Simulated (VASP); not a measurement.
Here is a VASP 6.6.1 calculation.

Contents of INCAR:

```
SYSTEM = SnSe
ALGO = Normal
EDIFF = 1E-7
ENCUT = 520
GGA = CA
ISIF = 2
ISMEAR = 0
LASPH = .True.
LCHARG = .False.
LREAL = .False.
LWAVE = .False.
NBANDS = 17
NELM = 60
PREC = Accurate
SIGMA = 0.05
```

KPOINTS

```
k-points
0
Gamma
  8 8 8
  0 0 0
```

POSCAR

```
SnSe
1.0
    0.0000000000      3.0100000000      3.1003000000
    3.0100000000      0.0000000000      3.1003000000
    3.0100000000      3.0100000000      0.0000000000
Sn Se
1 1
Direct
    0.0000000000      0.0000000000      0.0000000000
    0.5000000000      0.5000000000      0.5000000000
```

Potentials or basis: VASP PAW LDA potentials, release 64 (Sn_d, Se).

Run with:

```sh
$ cat potpaw_LDA.64/Sn_d/POTCAR potpaw_LDA.64/Se/POTCAR > POTCAR
$ mpirun -np 1 vasp_std > vasp.out
```

Estimate the pressure.

-4.4 GPa.

Estimate the band gap on the k mesh.

0.53 eV, direct.

Stress tensor (GPa, compression positive):
```
-3.56  0.00  0.00
 0.00 -3.56  0.00
 0.00  0.00 -6.20
```

Caveat: the cell differs from its parent crystal (strain +0.0300 x Voigt [0, 0, 1, 0, 0, 0]); spin-orbit coupling is left out, which moves the levels of the heavy elements. A k mesh can miss the band edges.
